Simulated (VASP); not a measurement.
# MoS2 (P-3m1) in VASP: single point with r2SCAN

Aim: the single point of MoS2 with r2SCAN.

All numbers are computed with VASP 6.6.1; they aren't measurements. Logs are shortened: lines on timing, memory, paths and dates and some standing lists are left out, and cuts for length are marked.

## (1) The cell of the first run

It takes space group P-3m1 (No. 164, trigonal). The conventional cell has a = 3.227 Å, b = 3.227 Å, c = 6.312 Å, α = 90.00°, β = 90.00°, γ = 120.00°. Mo (site symmetry -3m) has 6 S at 2.42 Å and 6 Mo at 3.23 Å within 3.3 Å. Within 3.3 Å of S (site symmetry 3m) lie 3 Mo at 2.42 Å and 6 S at 3.23 Å.

## (2) Single point, r2SCAN

POSCAR

```
MoS2
1.0
    3.2274650000      0.0000000000      0.0000000000
   -1.6137325000      2.7950666798      0.0000000000
    0.0000000000      0.0000000000      6.3124730000
Mo S
1 2
Direct
    0.0000000000      0.0000000000      0.5000000000
    0.3333333333      0.6666666667      0.2553190000
    0.6666666667      0.3333333333      0.7446810000
```

INCAR.step1

```
PREC = Accurate
ENCUT = 550
ISMEAR = 1
SIGMA = 0.1
LREAL = F
LASPH = T
NELM = 120
NBANDS = 20
GGA = PE
ALGO = Normal
EDIFF = 1E-5
LWAVE = T
LCHARG = F
GGA_COMPAT = F
```

INCAR.step2

```
PREC = Accurate
ENCUT = 550
EDIFF = 1E-6
ISMEAR = 1
SIGMA = 0.1
LREAL = F
LASPH = T
NELM = 120
ALGO = Normal
ISIF = 2
LWAVE = F
LCHARG = F
METAGGA = R2SCAN
LMIXTAU = T
NBANDS = 20
ISTART = 1
GGA_COMPAT = F
```

KPOINTS

```
Automatic mesh
0
Gamma
  9 9 4
```

Potentials or basis: VASP PAW PBE potentials, release 64 (Mo_sv, S).

The run is started by

```
cat potpaw_PBE.64/Mo_sv/POTCAR potpaw_PBE.64/S/POTCAR > POTCAR
cp INCAR.step1 INCAR
mpirun -np 1 vasp_std > vasp.out
cp INCAR.step2 INCAR
mpirun -np 1 vasp_std > vasp.out
```

OUTCAR:

```text
PREC = Accurate
   ENCUT = 550
   EDIFF = 1E-6
   ISMEAR = 1
   LREAL = F
   LASPH = T
   NELM = 120
   ISIF = 2
   METAGGA = R2SCAN
   ISTART = 1

 ion  position               nearest neighbor table
   1  0.000  0.000  0.500-   2 2.42   3 2.42   2 2.42   3 2.42   3 2.42   2 2.42
   2  0.333  0.667  0.255-   1 2.42   1 2.42   1 2.42
   3  0.667  0.333  0.745-   1 2.42   1 2.42   1 2.42

  LATTYP: Found a hexagonal cell.
 ALAT       =     3.2274650000
 C/A-ratio  =     1.9558610241

  Lattice vectors:

 A1 = (   3.2274650000,   0.0000000000,   0.0000000000)
 A2 = (  -1.6137325000,   2.7950666798,   0.0000000000)
 A3 = (   0.0000000000,   0.0000000000,   6.3124730000)

Analysis of symmetry for initial positions (statically):
=====================================================================
 Subroutine PRICEL returns:
 Original cell was already a primitive cell.

 Routine SETGRP: Setting up the symmetry group for a
 hexagonal supercell.

 Subroutine GETGRP returns: Found 12 space group operations
 (whereof 12 operations were pure point group operations)
 out of a pool of 24 trial point group operations.

The static configuration has the point symmetry D_3d.

Analysis of symmetry for dynamics (positions and initial velocities):
=====================================================================
 Subroutine PRICEL returns:
 Original cell was already a primitive cell.

 Routine SETGRP: Setting up the symmetry group for a
 hexagonal supercell.

 Subroutine GETGRP returns: Found 12 space group operations
 (whereof 12 operations were pure point group operations)
 out of a pool of 24 trial point group operations.

The dynamic configuration has the point symmetry D_3d.

 Subroutine INISYM returns: Found 12 space group operations
 (whereof 12 operations are pure point group operations),
 and found     1 'primitive' translations

----------------------------------------------------------------------------------------

                                     Primitive cell

  volume of cell :      56.9447

  direct lattice vectors                    reciprocal lattice vectors
     3.227465000  0.000000000  0.000000000     0.309840695  0.178886609  0.000000000
    -1.613732500  2.795066680  0.000000000     0.000000000  0.357773218  0.000000000
     0.000000000  0.000000000  6.312473000     0.000000000  0.000000000  0.158416519

  length of vectors
     3.227465000  3.227465000  6.312473000     0.357773218  0.357773218  0.158416519

  position of ions in fractional coordinates (direct lattice)
     0.000000000  0.000000000  0.500000000
     0.333333333  0.666666667  0.255319000
     0.666666667  0.333333333  0.744681000

  ion indices of the primitive-cell ions
   primitive index   ion index
                 1           1
                 2           2
                 3           3

----------------------------------------------------------------------------------------

 KPOINTS: Automatic mesh

Automatic generation of k-mesh.
 Grid dimensions read from file:
 generate k-points for:    9    9    4

 Generating k-lattice:

  Cartesian coordinates                     Fractional coordinates (reciprocal lattice)
     0.034426744  0.019876290  0.000000000     0.111111111  0.000000000  0.000000000
     0.000000000  0.039752580  0.000000000     0.000000000  0.111111111  0.000000000
     0.000000000  0.000000000  0.039604130     0.000000000  0.000000000  0.250000000

  Length of vectors
     0.039752580  0.039752580  0.039604130

  Shift w.r.t. Gamma in fractional coordinates (k-lattice)
     0.000000000  0.000000000  0.000000000

 Subroutine IBZKPT returns following result:
 ===========================================

 Found     43 irreducible k-points:

 Following reciprocal coordinates:
            Coordinates               Weight
  0.000000  0.000000  0.000000      1.000000
  0.111111  0.000000  0.000000      6.000000
  0.222222  0.000000  0.000000      6.000000
  0.333333 -0.000000  0.000000      6.000000
  0.444444  0.000000  0.000000      6.000000
  0.111111  0.111111  0.000000      6.000000
[... 16 lines left out ...]
  0.222222  0.111111  0.250000     12.000000
 -0.111111  0.333333  0.250000     12.000000
 [... further k-points ...]
   k-points           NKPTS =     43   k-points in BZ     NKDIM =     43   number of bands    NBANDS=     20
   number of dos      NEDOS =    301   number of ions     NIONS =      3
   total plane-waves  NPLWV =  37632
   dimension x,y,z NGX =    28 NGY =   28 NGZ =   48
   dimension x,y,z NGXF=    56 NGYF=   56 NGZF=   96
   ions per type =               1   2
   NGX,Y,Z   is equivalent  to a cutoff of  14.42, 14.42, 12.64 a.u.
   NGXF,Y,Z  is equivalent  to a cutoff of  28.85, 28.85, 25.28 a.u.
 SYSTEM =  unknown system
   PREC   = accura    normal or accurate (medium, high low for compatibility)
   ISTART =      1    job   : 0-new  1-cont  2-samecut
   ICHARG =      0    charge: 1-file 2-atom 10-const
   ISPIN  =      1    spin polarized calculation?
   LNONCOLLINEAR =      F non collinear calculations
   LSORBIT =      F    spin-orbit coupling
   LASPH  =      T    aspherical Exc in radial PAW
   ENCUT  =  550.0 eV  40.42 Ry    6.36 a.u.   6.17  6.17 12.07*2*pi/ulx,y,z
   NELM   =    120;   NELMIN=  2; NELMDL=  0     # of ELM steps
   EDIFF  = 0.1E-05   stopping-criterion for ELM
   LREAL  =      F    real-space projection
   EDIFFG = 0.1E-04   stopping-criterion for IOM
   NSW    =      0    number of steps for IOM
   IBRION =     -1    ionic relax: 0-MD 1-quasi-New 2-CG
   NFREE  =      0    steps in history (QN), initial steepest desc. (CG)
   ISIF   =      2    stress and relaxation
   ISYM   =      2    0-nonsym 1-usesym 2-fastsym
   POTIM  = 0.5000    time-step for ionic-motion
   TEBEG  =    0.0;   TEEND  =   0.0 temperature during run
   PSTRESS=    0.0 pullay stress
   NELECT =      26.0000    total number of electrons
   NUPDOWN=      -1.0000    fix difference up-down
   EMIN   =  10.00;   EMAX   =-10.00  energy-range for DOS
   EFERMI =   0.00;   METHOD = LEGACY
   ISMEAR =     1;   SIGMA  =   0.10  broadening in eV -4-tet -1-fermi 0-gaus
   EFERMI_NEDOS =   21; number of points for ismear=-14 and -15
   IALGO  =     38    algorithm
   IMIX   =      4    mixing-type and parameters
     AMIX     =   0.40;   BMIX     =  1.00
     AMIX_MAG =   1.60;   BMIX_MAG =  1.00
  volume/ion in A,a.u.               =      18.98       128.09
  Fermi-wavevector in a.u.,A,eV,Ry     =   1.260612  2.382212 21.621607  1.589143
  Thomas-Fermi vector in A             =   2.394113
   LORBIT       =      0    0 simple, 1 ext, 2 COOP (PROOUT), +10 PAW based schemes
   METAGGA = R2SCAN    functional components
   LHFCALC =     F    Hartree Fock is set to
   AEXX    =    0.0000 exact exchange contribution
   IVDW    =     0    specifies the selected vdW correction
   LEPSILON=     F    determine dielectric tensor
   LRPA    =     F    only Hartree local field effects (RPA)
 non-spin polarized calculation
 Methfessel and Paxton  Order N= 1 SIGMA  =   0.10
  energy-cutoff  :      550.00
  volume of cell :       56.94
 maximum number of plane-waves:      1698
 NGX is ok and might be reduce to    28
   NGX = 13   NGY = 13   NGZ = 25

 number of electron      25.9999998 magnetization

 Free energy of the ion-electron system (eV)
  ---------------------------------------------------
  ext. energy  EPLUGINS =         0.00000000
  ---------------------------------------------------
  free energy    TOTEN  =       -44.15642156 eV

  energy without entropy =      -44.15496935  energy(sigma->0) =      -44.15593749

 E-fermi :   6.8308     XC(G=0): -11.1009

 val. band max:        6.8199711392   @ k =   0.2222   0.2222   0.5000
 cond. band min:       6.8345511689   @ k =   0.3333   0.2222   0.0000
 fundamental gap:      0.0145800297
 Fermi energy:         6.8308390087

 k-point     1 :       0.0000    0.0000    0.0000
  band No.  band energies     occupation
      1     -56.9580      2.00000
      2     -30.2591      2.00000
      3     -30.2300      2.00000
      4     -30.2300      2.00000
      5      -8.7346      2.00000
      6      -7.2290      2.00000
[... 12 lines left out ...]
     19      13.7095      0.00000
     20      16.8978      0.00000

 k-point     2 :       0.1111    0.0000    0.0000
  band No.  band energies     occupation
      1     -56.9540      2.00000
      2     -30.2713      2.00000
      3     -30.2507      2.00000
      4     -30.2394      2.00000
      5      -8.5427      2.00000
      6      -7.1915      2.00000
[... 12 lines left out ...]
     19      14.3342      0.00000
     20      16.4698      0.00000

 k-point     3 :       0.2222    0.0000    0.0000
  band No.  band energies     occupation
      1     -56.9438      2.00000
      2     -30.3746      2.00000
      3     -30.2633      2.00000
      4     -30.2294      2.00000
      5      -8.0210      2.00000
      6      -7.0883      2.00000
[... 12 lines left out ...]
     19      15.1480      0.00000
     20      15.9594      0.00000

 k-point     4 :       0.3333   -0.0000    0.0000
  band No.  band energies     occupation
      1     -56.9322      2.00000
      2     -30.4901      2.00000
      3     -30.2902      2.00000
      4     -30.2050      2.00000
      5      -7.3948      2.00000
      6      -6.8878      2.00000
[... 12 lines left out ...]
     19      14.3928      0.00000
     20      15.1609      0.00000

 k-point     5 :       0.4444    0.0000    0.0000
  band No.  band energies     occupation
      1     -56.9246      2.00000
      2     -30.5644      2.00000
      3     -30.3078      2.00000
      4     -30.1890      2.00000
      5      -7.1327      2.00000
      6      -6.4908      2.00000
[... 12 lines left out ...]
     19      14.0882      0.00000
     20      15.3845      0.00000

 k-point     6 :       0.1111    0.1111    0.0000
  band No.  band energies     occupation
      1     -56.9469      2.00000
      2     -30.3398      2.00000
      3     -30.2601      2.00000
      4     -30.2356      2.00000
      5      -8.1835      2.00000
      6      -7.1226      2.00000
[... 12 lines left out ...]
     19      15.5297      0.00000
     20      16.2744      0.00000

 k-point     7 :       0.2222    0.1111    0.0000
  band No.  band energies     occupation
      1     -56.9360      2.00000
      2     -30.4405      2.00000
      3     -30.2940      2.00000
      4     -30.2129      2.00000
      5      -7.5774      2.00000
      6      -6.9958      2.00000
[... 12 lines left out ...]
     19      15.1871      0.00000
     20      15.5469      0.00000
[... 277 lines left out ...]
 k-point    20 :       0.4444    0.0000    0.2500
  band No.  band energies     occupation
      1     -56.9246      2.00000
      2     -30.5644      2.00000
      3     -30.3078      2.00000
      4     -30.1890      2.00000
      5      -7.1857      2.00000
      6      -6.4157      2.00000
[... 12 lines left out ...]
     19      13.5209      0.00000
     20      15.3222      0.00000

 k-point    21 :       0.0000    0.4444    0.2500
  band No.  band energies     occupation
      1     -56.9246      2.00000
      2     -30.5644      2.00000
      3     -30.3078      2.00000
      4     -30.1890      2.00000
      5      -7.1379      2.00000
      6      -6.4843      2.00000
[... 12 lines left out ...]
     19      13.7207      0.00000
     20      14.6735      0.00000

 k-point    22 :       0.1111    0.1111    0.2500
  band No.  band energies     occupation
      1     -56.9469      2.00000
      2     -30.3398      2.00000
      3     -30.2601      2.00000
      4     -30.2356      2.00000
      5      -8.1051      2.00000
      6      -7.2332      2.00000
[... 12 lines left out ...]
     19      15.6328      0.00000
     20      16.2721      0.00000

 k-point    23 :       0.2222    0.1111    0.2500
  band No.  band energies     occupation
      1     -56.9360      2.00000
      2     -30.4405      2.00000
      3     -30.2940      2.00000
      4     -30.2129      2.00000
      5      -7.5440      2.00000
      6      -7.0318      2.00000
[... 12 lines left out ...]
     19      15.1004      0.00000
     20      16.2125      0.00000

 k-point    24 :      -0.1111    0.3333    0.2500
  band No.  band energies     occupation
      1     -56.9360      2.00000
      2     -30.4405      2.00000
      3     -30.2940      2.00000
      4     -30.2129      2.00000
      5      -7.4869      2.00000
      6      -7.1027      2.00000
[... 12 lines left out ...]
     19      15.5666      0.00000
     20      15.8000      0.00000

 [... further k-points ...]

------------------------ aborting loop because EDIFF is reached ----------------------------------------

  FORCE on cell =-STRESS in cart. coord.  units (eV):
  Direction    XX          YY          ZZ          XY          YZ          ZX
  --------------------------------------------------------------------------------------
  -------------------------------------------------------------------------------------
  Total       -0.0875853     -0.0875853      0.1644968     -0.0000000      0.0000000      0.0000000
  in kB       -2.4642723     -2.4642723      4.6282286     -0.0000000      0.0000000      0.0000000
  external PRESSURE =      -0.1001053 kB  Pullay stress =       0.0000000 kB

 VOLUME and BASIS-vectors are now :
 -----------------------------------------------------------------------------
  energy-cutoff  :      550.00
  volume of cell :       56.94
      direct lattice vectors                 reciprocal lattice vectors
     3.227465000  0.000000000  0.000000000     0.309840695  0.178886609  0.000000000
    -1.613732500  2.795066680  0.000000000     0.000000000  0.357773218  0.000000000
     0.000000000  0.000000000  6.312473000     0.000000000  0.000000000  0.158416519

 POSITION                                       TOTAL-FORCE (eV/Angst)
 -----------------------------------------------------------------------------------
      0.00000      0.00000      3.15624         0.000000      0.000000     -0.000000
     -0.00000      1.86338      1.61169        -0.000000     -0.000000     -0.090356
      1.61373      0.93169      4.70078        -0.000000      0.000000      0.090356
 -----------------------------------------------------------------------------------
    total drift:                                0.000000      0.000000      0.000000

  FREE ENERGIE OF THE ION-ELECTRON SYSTEM (eV)
  ---------------------------------------------------
  free  energy   TOTEN  =       -44.1564215599 eV

  energy  without entropy=      -44.1549693500  energy(sigma->0) =      -44.15593749
```

It took 2.1 min on 1 thread of Intel Xeon Platinum 8559C (Emerald Rapids), shared host; peak memory 0.22 GiB.

Results:

```yaml
Free_energy: -44.1564 eV
Pressure: 0.0 GPa
Largest_force: 0.090 eV/Å
Band_gap_on_the_k_mesh: zero (bands 13 and 14 overlap by 1.20 eV)
```

Forces on the atoms (eV/Å):
```
Mo   0.000  0.000  0.000
S    0.000  0.000 -0.090
S    0.000  0.000  0.090
```

Stress tensor (GPa, compression positive):
```
-0.25  0.00  0.00
 0.00 -0.25  0.00
 0.00  0.00  0.46
```

Levels at points of the mesh, in eV from the Fermi level:
```csv
k point,band 9,band 10,band 11,band 12,band 13,band 14,band 15,band 16,band 17,band 18
"(0.00, 0.00, 0.00)",-4.26,-2.02,-1.06,-0.99,-0.99,-0.42,-0.42,3.35,3.35,6.63
"(0.00, 0.00, 0.50)",-4.26,-3.79,-0.99,-0.99,-0.49,-0.49,-0.07,3.51,3.51,6.54
```

Caveat: the PAW data sets were made with another functional, which shifts forces and pressure a little.
